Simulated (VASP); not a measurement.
Here is a VASP 6.6.1 calculation.

The input INCAR:

```
ALGO = Normal
EDIFF = 1E-6
ENCUT = 520
GGA = PE
ISIF = 2
ISMEAR = 0
LASPH = T
LCHARG = F
LREAL = F
LWAVE = F
NBANDS = 21
NELM = 100
PREC = Accurate
SIGMA = 0.1
```

Contents of KPOINTS:

```
k-points
0
Gamma
  6 6 6
```

File POSCAR:

```
B2Se
1.0
   -2.1154399400      2.1154399400      3.9520290600
    2.1154399400     -2.1154399400      3.9520290600
    2.1154399400      2.1154399400     -3.9520290600
B Se
4 2
Direct
    0.9869642300      0.4869642300      0.5000000000
    0.2369642300      0.2369642300      0.0000000000
    0.5130357700      0.0130357700      0.5000000000
    0.7630357700      0.7630357700      0.0000000000
    0.2500000000      0.7500000000      0.5000000000
    0.5000000000      0.5000000000      0.0000000000
```

Potentials or basis: VASP PAW PBE potentials, release 64 (B, Se).

Launch:

```sh
$ cat potpaw_PBE.64/B/POTCAR potpaw_PBE.64/Se/POTCAR > POTCAR
$ mpirun -np 1 vasp_std > vasp.out
```

Estimate the largest force.

1.832 eV/Å.

What does it give for the pressure?

11.3 GPa.

What does it give for the band gap on the k mesh?

Zero (bands 12 and 13 overlap by 1.10 eV).

Forces on the atoms (eV/Å):
```
B    0.000  0.000 -1.832
B    0.000  0.000 -1.832
B    0.000  0.000  1.832
B    0.000  0.000  1.832
Se   0.000  0.000  0.000
Se   0.000  0.000  0.000
```

Caveat: the stress differs along the axes, from 8 to 18 GPa; forces of over 1 eV/Å act on the atoms, so gaps and moduli don't describe the material at rest.
